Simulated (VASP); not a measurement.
# S (P6/mmm) in VASP: further runs

The runs below take S through single point, with PBE.

Program: VASP 6.6.1. These are calculated values, not measurements. Logs are shortened: lines on timing, memory, paths and dates and some standing lists are left out, and cuts for length are marked.

## 1. The cell of the first run

Symmetry: P6/mmm, No. 191, hexagonal system. Conventional cell: a = 3.684 Å, b = 3.684 Å, c = 2.078 Å, α = 90.00°, β = 90.00°, γ = 120.00°. S (site symmetry 6/mmm) has 14 S at 2.08 to 2.37 Å within 2.8 Å. Within 2.8 Å of S (site symmetry -6m2) lie 11 S at 2.08 to 2.37 Å.

## 2. Single point, PBE

INCAR reads:

```
SYSTEM = S
PREC = Accurate
ENCUT = 520
EDIFF = 1E-7
ISMEAR = -1
SIGMA = 0.08
LREAL = .False.
LASPH = .True.
NELM = 100
ALGO = Normal
ISIF = 2
LWAVE = .False.
LCHARG = .False.
GGA = PE
NBANDS = 16
```

KPOINTS reads:

```
Automatic mesh
0
Gamma
  10 10 14
  0 0 0
```

POSCAR reads:

```
S
1.0
    3.6840639563      0.0000000000      0.0000000000
   -1.8420319782      3.1904929753      0.0000000000
    0.0000000000      0.0000000000      2.0780876166
S
3
Direct
    0.0000000000      0.0000000000      0.0000000000
    0.3333333333      0.6666666667      0.5000000000
    0.6666666667      0.3333333333      0.5000000000
```

Potentials or basis: VASP PAW PBE potentials, release 64 (S).

The run is started by

```sh
$ cat potpaw_PBE.64/S/POTCAR > POTCAR
$ mpirun -np 1 vasp_std > vasp.out
```

OUTCAR:

```text
SYSTEM = S
   PREC = Accurate
   ENCUT = 520
   EDIFF = 1E-7
   ISMEAR = -1
   LREAL = .False.
   LASPH = .True.
   NELM = 100
   ISIF = 2
   GGA = PE

 ion  position               nearest neighbor table
   1  0.000  0.000  0.000-   2 2.37   3 2.37   2 2.37   3 2.37   3 2.37   3 2.37   2 2.37   2 2.37
                             3 2.37   3 2.37   2 2.37   2 2.37
   2  0.333  0.667  0.500-   3 2.13   3 2.13   3 2.13   1 2.37   1 2.37   1 2.37   1 2.37   1 2.37
                             1 2.37
   3  0.667  0.333  0.500-   2 2.13   2 2.13   2 2.13   1 2.37   1 2.37   1 2.37   1 2.37   1 2.37
                             1 2.37

  LATTYP: Found a hexagonal cell.
 ALAT       =     3.6840639563
 C/A-ratio  =     0.5640747938

  Lattice vectors:

 A1 = (   3.6840639563,   0.0000000000,   0.0000000000)
 A2 = (  -1.8420319782,   3.1904929753,   0.0000000000)
 A3 = (   0.0000000000,   0.0000000000,   2.0780876166)

Analysis of symmetry for initial positions (statically):
=====================================================================
 Subroutine PRICEL returns:
 Original cell was already a primitive cell.

 Routine SETGRP: Setting up the symmetry group for a
 hexagonal supercell.

 Subroutine GETGRP returns: Found 24 space group operations
 (whereof 24 operations were pure point group operations)
 out of a pool of 24 trial point group operations.

The static configuration has the point symmetry D_6h.

Analysis of symmetry for dynamics (positions and initial velocities):
=====================================================================
 Subroutine PRICEL returns:
 Original cell was already a primitive cell.

 Routine SETGRP: Setting up the symmetry group for a
 hexagonal supercell.

 Subroutine GETGRP returns: Found 24 space group operations
 (whereof 24 operations were pure point group operations)
 out of a pool of 24 trial point group operations.

The dynamic configuration has the point symmetry D_6h.

 Subroutine INISYM returns: Found 24 space group operations
 (whereof 24 operations are pure point group operations),
 and found     1 'primitive' translations

----------------------------------------------------------------------------------------

                                     Primitive cell

  volume of cell :      24.4258

  direct lattice vectors                    reciprocal lattice vectors
     3.684063956  0.000000000  0.000000000     0.271439370  0.156715593  0.000000000
    -1.842031978  3.190492975  0.000000000     0.000000000  0.313431187  0.000000000
     0.000000000  0.000000000  2.078087617     0.000000000  0.000000000  0.481211664

  length of vectors
     3.684063956  3.684063956  2.078087617     0.313431187  0.313431187  0.481211664

  position of ions in fractional coordinates (direct lattice)
     0.000000000  0.000000000  0.000000000
     0.333333333  0.666666667  0.500000000
     0.666666667  0.333333333  0.500000000

  ion indices of the primitive-cell ions
   primitive index   ion index
                 1           1
                 2           2
                 3           3

----------------------------------------------------------------------------------------

 KPOINTS: Automatic mesh

Automatic generation of k-mesh.
 Grid dimensions read from file:
 generate k-points for:   10   10   14

 Generating k-lattice:

  Cartesian coordinates                     Fractional coordinates (reciprocal lattice)
     0.027143937  0.015671559  0.000000000     0.100000000 -0.000000000  0.000000000
     0.000000000  0.031343119  0.000000000     0.000000000  0.100000000  0.000000000
     0.000000000  0.000000000  0.034372262     0.000000000  0.000000000  0.071428571

  Length of vectors
     0.031343119  0.031343119  0.034372262

  Shift w.r.t. Gamma in fractional coordinates (k-lattice)
     0.000000000  0.000000000  0.000000000

 Subroutine IBZKPT returns following result:
 ===========================================

 Found    112 irreducible k-points:

 Following reciprocal coordinates:
            Coordinates               Weight
  0.000000  0.000000  0.000000      1.000000
  0.100000  0.000000  0.000000      6.000000
  0.200000  0.000000  0.000000      6.000000
  0.300000  0.000000  0.000000      6.000000
  0.400000  0.000000  0.000000      6.000000
  0.500000  0.000000  0.000000      3.000000
[... 16 lines left out ...]
  0.300000  0.100000  0.071429     24.000000
  0.400000  0.100000  0.071429     24.000000
 [... further k-points ...]
   k-points           NKPTS =    112   k-points in BZ     NKDIM =    112   number of bands    NBANDS=     16
   number of dos      NEDOS =    301   number of ions     NIONS =      3
   total plane-waves  NPLWV =  12544
   dimension x,y,z NGX =    28 NGY =   28 NGZ =   16
   dimension x,y,z NGXF=    56 NGYF=   56 NGZF=   32
   ions per type =               3
   NGX,Y,Z   is equivalent  to a cutoff of  12.64, 12.64, 12.80 a.u.
   NGXF,Y,Z  is equivalent  to a cutoff of  25.27, 25.27, 25.60 a.u.
 SYSTEM =  S
   PREC   = accura    normal or accurate (medium, high low for compatibility)
   ISTART =      0    job   : 0-new  1-cont  2-samecut
   ICHARG =      2    charge: 1-file 2-atom 10-const
   ISPIN  =      1    spin polarized calculation?
   LNONCOLLINEAR =      F non collinear calculations
   LSORBIT =      F    spin-orbit coupling
   LASPH  =      T    aspherical Exc in radial PAW
   ENCUT  =  520.0 eV  38.22 Ry    6.18 a.u.   6.85  6.85  3.86*2*pi/ulx,y,z
   NELM   =    100;   NELMIN=  2; NELMDL= -5     # of ELM steps
   EDIFF  = 0.1E-06   stopping-criterion for ELM
   LREAL  =      F    real-space projection
   EDIFFG = 0.1E-05   stopping-criterion for IOM
   NSW    =      0    number of steps for IOM
   IBRION =     -1    ionic relax: 0-MD 1-quasi-New 2-CG
   NFREE  =      0    steps in history (QN), initial steepest desc. (CG)
   ISIF   =      2    stress and relaxation
   ISYM   =      2    0-nonsym 1-usesym 2-fastsym
   POTIM  = 0.5000    time-step for ionic-motion
   TEBEG  =    0.0;   TEEND  =   0.0 temperature during run
   PSTRESS=    0.0 pullay stress
   NELECT =      18.0000    total number of electrons
   NUPDOWN=      -1.0000    fix difference up-down
   EMIN   =  10.00;   EMAX   =-10.00  energy-range for DOS
   EFERMI =   0.00;   METHOD = LEGACY
   ISMEAR =    -1;   SIGMA  =   0.08  broadening in eV -4-tet -1-fermi 0-gaus
   EFERMI_NEDOS =   21; number of points for ismear=-14 and -15
   IALGO  =     38    algorithm
   IMIX   =      4    mixing-type and parameters
     AMIX     =   0.40;   BMIX     =  1.00
     AMIX_MAG =   1.60;   BMIX_MAG =  1.00
  volume/ion in A,a.u.               =       8.14        54.94
  Fermi-wavevector in a.u.,A,eV,Ry     =   1.478709  2.794355 29.750233  2.186580
  Thomas-Fermi vector in A             =   2.592957
   LORBIT       =      0    0 simple, 1 ext, 2 COOP (PROOUT), +10 PAW based schemes
   GGA     = PE    functional components
[... 5 lines left out ...]
 non-spin polarized calculation
  energy-cutoff  :      520.00
  volume of cell :       24.43
 maximum number of plane-waves:       671
 NGX is ok and might be reduce to    28
   NGX = 13   NGY = 13   NGZ =  7

 number of electron      18.0000001 magnetization

 Free energy of the ion-electron system (eV)
  ---------------------------------------------------
  ext. energy  EPLUGINS =         0.00000000
  ---------------------------------------------------
  free energy    TOTEN  =        -0.32753839 eV

  energy without entropy =       -0.30125033  energy(sigma->0) =       -0.31439436

 E-fermi :  20.6330     XC(G=0): -14.5081

 val. band max:       20.6319318390   @ k =   0.1000   0.0000   0.5000
 cond. band min:      20.6629608576   @ k =   0.3000   0.1000   0.3571
 fundamental gap:      0.0310290186
 Fermi energy:        20.6330292994

 k-point     1 :       0.0000    0.0000    0.0000
  band No.  band energies     occupation
      1      -5.9282      2.00000
      2       6.0705      2.00000
      3       6.2341      2.00000
      4       8.1082      2.00000
      5       8.1082      2.00000
      6       8.5768      2.00000
[... 8 lines left out ...]
     15      33.4127      0.00000
     16      33.4127      0.00000

 k-point     2 :       0.1000    0.0000    0.0000
  band No.  band energies     occupation
      1      -5.7902      2.00000
      2       4.7832      2.00000
      3       5.4958      2.00000
      4       7.1374      2.00000
      5       8.5968      2.00000
      6       9.8061      2.00000
[... 8 lines left out ...]
     15      33.1539      0.00000
     16      34.1810      0.00000

 k-point     3 :       0.2000    0.0000    0.0000
  band No.  band energies     occupation
      1      -5.3772      2.00000
      2       2.6838      2.00000
      3       4.6514      2.00000
      4       6.2245      2.00000
      5      10.1174      2.00000
      6      11.4927      2.00000
[... 8 lines left out ...]
     15      32.9376      0.00000
     16      34.9325      0.00000

 k-point     4 :       0.3000    0.0000    0.0000
  band No.  band energies     occupation
      1      -4.6904      2.00000
      2       0.7191      2.00000
      3       4.0160      2.00000
      4       5.5675      2.00000
      5      11.9645      2.00000
      6      13.4320      2.00000
[... 8 lines left out ...]
     15      32.4859      0.00000
     16      33.1066      0.00000
[... 324 lines left out ...]
 k-point    22 :       0.2000    0.1000    0.0714
  band No.  band energies     occupation
      1      -4.7992      2.00000
      2       1.9289      2.00000
      3       3.2129      2.00000
      4       7.4457      2.00000
      5       9.9266      2.00000
      6      13.9733      2.00000
[... 8 lines left out ...]
     15      33.8354      0.00000
     16      34.4583      0.00000

 k-point    23 :       0.3000    0.1000    0.0714
  band No.  band energies     occupation
      1      -3.9779      2.00000
      2       0.0817      2.00000
      3       2.6851      2.00000
      4       6.9375      2.00000
      5      11.9348      2.00000
      6      15.9657      2.00000
[... 8 lines left out ...]
     15      32.1028      0.00000
     16      33.8403      0.00000

 k-point    24 :       0.4000    0.1000    0.0714
  band No.  band energies     occupation
      1      -2.8906      2.00000
      2      -1.5248      2.00000
      3       2.4206      2.00000
      4       6.6802      2.00000
      5      14.1653      2.00000
      6      16.6259      2.00000
[... 8 lines left out ...]
     15      31.7215      0.00000
     16      33.6127      0.00000

 [... further k-points ...]

------------------------ aborting loop because EDIFF is reached ----------------------------------------

  FORCE on cell =-STRESS in cart. coord.  units (eV):
  Direction    XX          YY          ZZ          XY          YZ          ZX
  --------------------------------------------------------------------------------------
  -------------------------------------------------------------------------------------
  Total       30.2043036     30.2043036     30.0360115     -0.0000000      0.0000000      0.0000000
  in kB     1981.2104109   1981.2104108   1970.1715176     -0.0000000      0.0000000      0.0000000
  external PRESSURE =    1977.5307798 kB  Pullay stress =       0.0000000 kB

 VOLUME and BASIS-vectors are now :
 -----------------------------------------------------------------------------
  energy-cutoff  :      520.00
  volume of cell :       24.43
      direct lattice vectors                 reciprocal lattice vectors
     3.684063956  0.000000000  0.000000000     0.271439370  0.156715593  0.000000000
    -1.842031978  3.190492975  0.000000000     0.000000000  0.313431187  0.000000000
     0.000000000  0.000000000  2.078087617     0.000000000  0.000000000  0.481211664

 POSITION                                       TOTAL-FORCE (eV/Angst)
 -----------------------------------------------------------------------------------
      0.00000      0.00000      0.00000        -0.000000      0.000000     -0.000000
     -0.00000      2.12700      1.03904        -0.000000      0.000000      0.000000
      1.84203      1.06350      1.03904         0.000000     -0.000000     -0.000000
 -----------------------------------------------------------------------------------
    total drift:                                0.000000     -0.000000     -0.000000

  FREE ENERGIE OF THE ION-ELECTRON SYSTEM (eV)
  ---------------------------------------------------
  free  energy   TOTEN  =        -0.3275383888 eV

  energy  without entropy=       -0.3012503281  energy(sigma->0) =       -0.31439436
```

Wall time 15 s (1 thread of AMD EPYC 9R45 (Zen 5), shared host); peak memory 0.12 GiB.

What came out:

| Property | Result |
| --- | --- |
| Free energy | -0.3275 eV |
| Pressure | 197.8 GPa |
| Band gap on the k mesh | zero (band 9 reaches 27.97 eV, above the bottom of band 10 at 16.22 eV) |

Stress tensor (GPa, compression positive):
```
198.12   0.00   0.00
  0.00 198.12   0.00
  0.00   0.00 197.02
```

## 3. Single point, PBE

INCAR reads:

```
PREC = Accurate
ENCUT = 520
EDIFF = 1E-6
ISMEAR = -1
SIGMA = 0.08
LREAL = False
LASPH = True
NELM = 100
ALGO = Normal
ISIF = 2
LWAVE = False
LCHARG = True
GGA = PE
LELF = True
LVHAR = True
NBANDS = 16
```

KPOINTS reads:

```
Automatic mesh
0
Gamma
  10 10 14
```

POSCAR reads:

```
S
1.0
    3.6852831245      0.0000000000      0.0000000000
   -1.8426415623      3.1915488059      0.0000000000
    0.0000000000      0.0000000000      2.0784407178
S
3
Direct
    0.0000000000      0.0000000000      0.0000000000
    0.3333333333      0.6666666667      0.5000000000
    0.6666666667      0.3333333333      0.5000000000
```

Potentials or basis: VASP PAW PBE potentials, release 64 (S).

The run is started by

```sh
$ cat potpaw_PBE.64/S/POTCAR > POTCAR
$ mpirun -np 1 vasp_std > vasp.out
```

It took 14 s on 1 thread of AMD EPYC 9R45 (Zen 5), shared host; peak memory 0.12 GiB.

It converged, with:

```yaml
Free_energy: -0.3526 eV
Pressure: 197.3 GPa
Band_gap_on_the_k_mesh: zero (band 9 reaches 27.94 eV, above the bottom of band 10 at 16.21 eV)
```

Stress tensor (GPa, compression positive):
```
197.62   0.00   0.00
  0.00 197.62   0.00
  0.00   0.00 196.54
```

Levels at points of the mesh, in eV from the Fermi level:
| k point | band 5 | band 6 | band 7 | band 8 | band 9 | band 10 | band 11 | band 12 | band 13 | band 14 |
| --- | --- | --- | --- | --- | --- | --- | --- | --- | --- | --- |
| (0.00, 0.00, 0.00) | -12.52 | -12.05 | -12.05 | 2.87 | 5.69 | 7.37 | 7.37 | 10.47 | 10.76 | 11.65 |
| (0.50, 0.00, 0.00) | -4.50 | -4.09 | -2.84 | -2.43 | 0.83 | 4.83 | 5.56 | 5.77 | 8.91 | 9.38 |
| (0.00, 0.00, 0.50) | -7.26 | -7.26 | -6.34 | -5.59 | -4.40 | -4.40 | -4.18 | -4.18 | -1.05 | -1.05 |
| (0.50, 0.00, 0.50) | -9.60 | -9.41 | -9.24 | -6.41 | 0.86 | 1.28 | 3.52 | 3.98 | 4.64 | 7.10 |
